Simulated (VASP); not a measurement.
# Pt (C2/c) in VASP: further runs

Runs on Pt. Level: revPBE. Tasks: single point.

Everything below comes from runs of VASP 6.6.1. Logs are shortened: lines on timing, memory, paths and dates and some standing lists are left out, and cuts for length are marked.

### Step 1. The cell of the first run

The typed cell holds 2 atoms: a = 3.669 Å, b = 3.669 Å, c = 3.841 Å, α = 90.01°, β = 90.01°, γ = 134.97°.

### Step 2. Single point, revPBE (18.29 Å³/atom)

Input file INCAR:

```
SYSTEM = Pt
ALGO     = Normal         ! electronic algorithm
EDIFF    = 1E-6           ! SCF threshold, eV
ENCUT    = 520            ! plane-wave cutoff, eV
GGA      = RE             ! functional
ISIF     = 2              ! what is computed and relaxed
ISMEAR   = -1             ! smearing method
LASPH    = .True.         ! aspherical terms in the spheres
LCHARG   = .True.         ! write CHGCAR
LELF     = .True.         ! ELF
LREAL    = .False.        ! projectors in reciprocal space
LVHAR    = .True.       
LWAVE    = .False.        ! write WAVECAR
NBANDS   = 17             ! bands
NELM     = 100            ! most SCF steps
PREC     = Accurate       ! precision mode
SIGMA    = 0.1            ! smearing width, eV
```

Input file KPOINTS:

```
k-points
0
Gamma
  14 14 10
  0 0 0
```

Input file POSCAR:

```
Pt
1.0
   -2.2131842470      2.5796437889      1.3808629461
    2.5796437889     -2.2131842470      1.3808629461
    2.6693200333      2.6693200333     -0.7096916239
Pt
2
Direct
    0.0158658084      0.9841341916      0.0000000000
    0.7341341916      0.2658658084      0.5000000000
```

Potentials or basis: VASP PAW PBE potentials, release 64 (Pt).

On the command line:

```bash
$ cat potpaw_PBE.64/Pt/POTCAR > POTCAR
$ mpirun -np 1 vasp_std > vasp.out
```

OUTCAR:

```text
SYSTEM = Pt
   EDIFF = 1E-6
   ENCUT = 520
   GGA = RE
   ISIF = 2
   ISMEAR = -1
   LASPH = .True.
   LREAL = .False.
   NELM = 100
   PREC = Accurate

 ion  position               nearest neighbor table
   1  0.016  0.984  0.000-   2 2.71   2 2.71   2 2.80   2 2.80   2 2.80   2 2.80
   2  0.734  0.266  0.500-   1 2.71   1 2.71   1 2.80   1 2.80   1 2.80   1 2.80

  LATTYP: Found a base centered monoclinic cell.
 ALAT       =     2.8099315108
 B/A-ratio  =     2.4121877649
 C/A-ratio  =     1.3669798550
 COS(beta)  =    -0.0003315154

  Lattice vectors:

 A1 = (  -2.2131842470,   2.5796437889,   1.3808629461)
 A2 = (   2.5796437889,  -2.2131842470,   1.3808629461)
 A3 = (   2.6693200333,   2.6693200333,  -0.7096916239)

Analysis of symmetry for initial positions (statically):
=====================================================================
 Subroutine PRICEL returns:
 Original cell was already a primitive cell.

 Routine SETGRP: Setting up the symmetry group for a
 base centered monoclinic supercell.

 Subroutine GETGRP returns: Found  4 space group operations
 (whereof  2 operations were pure point group operations)
 out of a pool of  4 trial point group operations.

The static configuration has the point symmetry C_2 .
 The point group associated with its full space group is C_2h.

Analysis of symmetry for dynamics (positions and initial velocities):
=====================================================================
 Subroutine PRICEL returns:
 Original cell was already a primitive cell.

 Routine SETGRP: Setting up the symmetry group for a
 base centered monoclinic supercell.

 Subroutine GETGRP returns: Found  4 space group operations
 (whereof  2 operations were pure point group operations)
 out of a pool of  4 trial point group operations.

The dynamic configuration has the point symmetry C_2 .
 The point group associated with its full space group is C_2h.

 Subroutine INISYM returns: Found  4 space group operations
 (whereof  2 operations are pure point group operations),
 and found     1 'primitive' translations

----------------------------------------------------------------------------------------

                                     Primitive cell

  volume of cell :      36.5789

  direct lattice vectors                    reciprocal lattice vectors
    -2.213184247  2.579643789  1.380862946    -0.057828090  0.150816992  0.349753512
     2.579643789 -2.213184247  1.380862946     0.150816992 -0.057828090  0.349753512
     2.669320033  2.669320033 -0.709691624     0.180930596  0.180930596 -0.048016165

  length of vectors
     3.668723084  3.668723084  3.841119769     0.385249753  0.385249753  0.260340764

  position of ions in fractional coordinates (direct lattice)
     0.015865808  0.984134192  0.000000000
     0.734134192  0.265865808  0.500000000

  ion indices of the primitive-cell ions
   primitive index   ion index
                 1           1
                 2           2

----------------------------------------------------------------------------------------

 KPOINTS: k-points

Automatic generation of k-mesh.
 Grid dimensions read from file:
 generate k-points for:   14   14   10

 Generating k-lattice:

  Cartesian coordinates                     Fractional coordinates (reciprocal lattice)
    -0.004130578  0.010772642  0.024982394     0.071428571  0.000000000  0.000000000
     0.010772642 -0.004130578  0.024982394     0.000000000  0.071428571  0.000000000
     0.018093060  0.018093060 -0.004801617     0.000000000  0.000000000  0.100000000

  Length of vectors
     0.027517839  0.027517839  0.026034076

  Shift w.r.t. Gamma in fractional coordinates (k-lattice)
     0.000000000  0.000000000  0.000000000

 Subroutine IBZKPT returns following result:
 ===========================================

 Found    534 irreducible k-points:

 Following reciprocal coordinates:
            Coordinates               Weight
  0.000000  0.000000  0.000000      1.000000
  0.071429 -0.000000  0.000000      4.000000
  0.142857 -0.000000  0.000000      4.000000
  0.214286 -0.000000 -0.000000      4.000000
  0.285714 -0.000000 -0.000000      4.000000
  0.357143  0.000000 -0.000000      4.000000
[... 16 lines left out ...]
  0.214286  0.142857 -0.000000      4.000000
  0.285714  0.142857 -0.000000      4.000000
 [... further k-points ...]
   k-points           NKPTS =    534   k-points in BZ     NKDIM =    534   number of bands    NBANDS=     17
   number of dos      NEDOS =    301   number of ions     NIONS =      2
   total plane-waves  NPLWV =  23520
   dimension x,y,z NGX =    28 NGY =   28 NGZ =   30
   dimension x,y,z NGXF=    56 NGYF=   56 NGZF=   60
   ions per type =               2
   NGX,Y,Z   is equivalent  to a cutoff of  12.69, 12.69, 12.98 a.u.
   NGXF,Y,Z  is equivalent  to a cutoff of  25.38, 25.38, 25.97 a.u.
 SYSTEM =  Pt
   PREC   = accura    normal or accurate (medium, high low for compatibility)
   ISTART =      0    job   : 0-new  1-cont  2-samecut
   ICHARG =      2    charge: 1-file 2-atom 10-const
   ISPIN  =      1    spin polarized calculation?
   LNONCOLLINEAR =      F non collinear calculations
   LSORBIT =      F    spin-orbit coupling
   LASPH  =      T    aspherical Exc in radial PAW
   ENCUT  =  520.0 eV  38.22 Ry    6.18 a.u.   6.82  6.82  7.14*2*pi/ulx,y,z
   NELM   =    100;   NELMIN=  2; NELMDL= -5     # of ELM steps
   EDIFF  = 0.1E-05   stopping-criterion for ELM
   LREAL  =      F    real-space projection
[... 7 lines left out ...]
   TEBEG  =    0.0;   TEEND  =   0.0 temperature during run
   PSTRESS=    0.0 pullay stress
   NELECT =      20.0000    total number of electrons
   NUPDOWN=      -1.0000    fix difference up-down
   EMIN   =  10.00;   EMAX   =-10.00  energy-range for DOS
   EFERMI =   0.00;   METHOD = LEGACY
   ISMEAR =    -1;   SIGMA  =   0.10  broadening in eV -4-tet -1-fermi 0-gaus
   EFERMI_NEDOS =   21; number of points for ismear=-14 and -15
   IALGO  =     38    algorithm
   IMIX   =      4    mixing-type and parameters
     AMIX     =   0.40;   BMIX     =  1.00
     AMIX_MAG =   1.60;   BMIX_MAG =  1.00
  volume/ion in A,a.u.               =      18.29       123.42
  Fermi-wavevector in a.u.,A,eV,Ry     =   1.338674  2.529726 24.382279  1.792047
  Thomas-Fermi vector in A             =   2.467125
   LORBIT       =      0    0 simple, 1 ext, 2 COOP (PROOUT), +10 PAW based schemes
   GGA     = RE    functional components
   LHFCALC =     F    Hartree Fock is set to
   AEXX    =    0.0000 exact exchange contribution
   IVDW    =     0    specifies the selected vdW correction
   LEPSILON=     F    determine dielectric tensor
   LRPA    =     F    only Hartree local field effects (RPA)
 non-spin polarized calculation
  energy-cutoff  :      520.00
  volume of cell :       36.58
 maximum number of plane-waves:      1006
   NGX = 13   NGY = 13   NGZ = 15

 number of electron      19.9999998 magnetization

 Free energy of the ion-electron system (eV)
  ---------------------------------------------------
  ext. energy  EPLUGINS =         0.00000000
  ---------------------------------------------------
  free energy    TOTEN  =       -10.78854594 eV

  energy without entropy =      -10.70547371  energy(sigma->0) =      -10.74700983

 E-fermi :   8.1506     XC(G=0): -12.2275

 val. band max:        8.1504406130   @ k =  -0.2857   0.3571   0.1000
 cond. band min:       8.1506228938   @ k =  -0.3571   0.2857   0.1000
 fundamental gap:      0.0001822808
 Fermi energy:         8.1505503889

 k-point     1 :       0.0000    0.0000    0.0000
  band No.  band energies     occupation
      1      -0.2140      2.00000
      2       2.7238      2.00000
      3       3.4793      2.00000
      4       3.5723      2.00000
      5       4.4319      2.00000
      6       6.3150      2.00000
[... 9 lines left out ...]
     16      24.2265      0.00000
     17      25.1085      0.00000

 k-point     2 :       0.0714   -0.0000    0.0000
  band No.  band energies     occupation
      1      -0.0650      2.00000
      2       2.7974      2.00000
      3       3.5864      2.00000
      4       3.5985      2.00000
      5       4.5354      2.00000
      6       6.1745      2.00000
[... 9 lines left out ...]
     16      24.3526      0.00000
     17      24.5262      0.00000

 k-point     3 :       0.1429   -0.0000    0.0000
  band No.  band energies     occupation
      1       0.3653      2.00000
      2       2.9852      2.00000
      3       3.6173      2.00000
      4       3.9335      2.00000
      5       4.8461      2.00000
      6       5.7662      2.00000
[... 9 lines left out ...]
     16      23.0530      0.00000
     17      24.2393      0.00000

 k-point     4 :       0.2143   -0.0000   -0.0000
  band No.  band energies     occupation
      1       1.0184      2.00000
      2       3.2057      2.00000
      3       3.6353      2.00000
      4       4.3677      2.00000
      5       5.1779      2.00000
      6       5.2459      2.00000
[... 9 lines left out ...]
     16      22.7894      0.00000
     17      24.0266      0.00000
[... 343 lines left out ...]
      1       1.5368      2.00000
      2       3.3546      2.00000
      3       3.4882      2.00000
      4       4.6842      2.00000
      5       5.0961      2.00000
      6       5.1150      2.00000
[... 9 lines left out ...]
     16      20.9444      0.00000
     17      22.9394      0.00000

 k-point    23 :       0.2143    0.1429   -0.0000
  band No.  band energies     occupation
      1       2.2164      2.00000
      2       3.3435      2.00000
      3       3.4834      2.00000
      4       4.4125      2.00000
      5       4.7414      2.00000
      6       5.3052      2.00000
[... 9 lines left out ...]
     16      21.3493      0.00000
     17      23.1050      0.00000

 k-point    24 :       0.2857    0.1429   -0.0000
  band No.  band energies     occupation
      1       2.6789      2.00000
      2       3.2184      2.00000
      3       3.4349      2.00000
      4       4.4156      2.00000
      5       4.5480      2.00000
      6       5.5588      2.00000
[... 9 lines left out ...]
     16      21.1644      0.00000
     17      24.1159      0.00000

 [... further k-points ...]

------------------------ aborting loop because EDIFF is reached ----------------------------------------

  FORCE on cell =-STRESS in cart. coord.  units (eV):
  Direction    XX          YY          ZZ          XY          YZ          ZX
  --------------------------------------------------------------------------------------
  -------------------------------------------------------------------------------------
  Total       -3.0078682     -3.0078682     -3.1010631     -0.2512661      0.0238402      0.0238402
  in kB     -131.7464649   -131.7464649   -135.8284606    -11.0056091      1.0442150      1.0442161
  external PRESSURE =    -133.1071301 kB  Pullay stress =       0.0000000 kB

 VOLUME and BASIS-vectors are now :
 -----------------------------------------------------------------------------
  energy-cutoff  :      520.00
  volume of cell :       36.58
      direct lattice vectors                 reciprocal lattice vectors
    -2.213184247  2.579643789  1.380862946    -0.057828090  0.150816992  0.349753512
     2.579643789 -2.213184247  1.380862946     0.150816992 -0.057828090  0.349753512
     2.669320033  2.669320033 -0.709691624     0.180930596  0.180930596 -0.048016165

 POSITION                                       TOTAL-FORCE (eV/Angst)
 -----------------------------------------------------------------------------------
      2.50360     -2.13714      1.38086        -0.024411      0.024411      0.000000
      0.39572      2.64005      1.02602         0.024411     -0.024411     -0.000000
 -----------------------------------------------------------------------------------
    total drift:                                0.000000      0.000000     -0.000000

  FREE ENERGIE OF THE ION-ELECTRON SYSTEM (eV)
  ---------------------------------------------------
  free  energy   TOTEN  =       -10.7885459445 eV

  energy  without entropy=      -10.7054737108  energy(sigma->0) =      -10.74700983
```

Wall time 6 min (1 thread of Intel Xeon 8259CL, shared host); peak memory 0.39 GiB.

Results:

```yaml
Free_energy: -10.7885 eV
Pressure: -13.3 GPa
Largest_force: 0.035 eV/Å
Band_gap_on_the_k_mesh: zero (bands 10 and 11 overlap by 1.12 eV)
```

Forces in eV/Å, atoms in the order of the input:
```
Pt  -0.024  0.024  0.000
Pt   0.024 -0.024  0.000
```

Caveat: the cell stands under tension; the PAW data sets were made with another functional, which shifts forces and pressure a little; spin-orbit coupling is left out, which moves the levels of the heavy elements.

### Step 3. Single point, revPBE (18.97 Å³/atom)

This run uses another cell than the first one, of 18.97 Å³/atom.

Input file INCAR:

```
  PREC = Accurate
  ENCUT = 520
  EDIFF = 1E-7
  ISMEAR = -1
  SIGMA = 0.1
  LREAL = False
  LASPH = True
  NELM = 80
  ALGO = Normal
  ISIF = 2
  LWAVE = False
  LCHARG = True
  GGA = RE
  LELF = True
  LVHAR = True
  NBANDS = 17
```

Input file KPOINTS:

```
regular mesh
0
Gamma
  14 14 10
```

Input file POSCAR:

```
Pt
1.0
   -2.2401769591      2.6111059603      1.3977043979
    2.6111059603     -2.2401769591      1.3977043979
    2.7018759252      2.7018759252     -0.7183472529
Pt
2
Direct
    0.0158658084      0.9841341916      0.0000000000
    0.7341341916      0.2658658084      0.5000000000
```

Potentials or basis: VASP PAW PBE potentials, release 64 (Pt).

On the command line:

```bash
$ cat potpaw_PBE.64/Pt/POTCAR > POTCAR
$ mpirun -np 1 vasp_std > vasp.out
```

It took 6.7 min on 1 thread of Intel Xeon 8259CL, shared host; peak memory 0.4 GiB.

Results (log left out):

```yaml
Free_energy: -10.6589 eV
Pressure: -17.4 GPa
Largest_force: 0.046 eV/Å
Band_gap_on_the_k_mesh: zero (bands 10 and 11 overlap by 1.05 eV)
```

Forces in eV/Å, atoms in the order of the input:
```
Pt  -0.032  0.032  0.000
Pt   0.032 -0.032  0.000
```

Stress tensor (GPa, compression positive):
```
-17.26  -1.45   0.14
 -1.45 -17.26   0.14
  0.14   0.14 -17.75
```

Levels at points of the mesh, in eV from the Fermi level:
```tsv
k point	band 6	band 7	band 8	band 9	band 10	band 11	band 12	band 13	band 14	band 15
(0.00, 0.00, 0.00)	-1.73	-1.44	-1.32	-0.69	-0.34	0.62	3.70	6.94	8.50	14.44
(0.50, 0.00, 0.00)	-1.57	-1.51	-1.42	-0.81	0.31	1.68	2.88	5.97	10.60	10.61
(0.50, 0.50, 0.00)	-2.55	-2.38	-1.72	-1.09	-0.39	-0.17	0.09	10.11	10.45	11.01
(0.00, 0.00, 0.50)	-2.56	-2.00	-2.00	-1.60	-1.60	0.16	0.16	11.38	11.38	14.44
(0.50, 0.00, 0.50)	-2.11	-1.50	-1.50	-0.17	-0.17	2.67	2.67	6.07	6.07	10.22
(0.50, 0.50, 0.50)	-1.65	-1.40	-1.40	-0.73	-0.73	-0.09	-0.09	3.87	3.87	16.97
```

Caveat: the cell stands under tension; the PAW data sets were made with another functional, which shifts forces and pressure a little; spin-orbit coupling is left out, which moves the levels of the heavy elements.

[end of part 1 of 2]
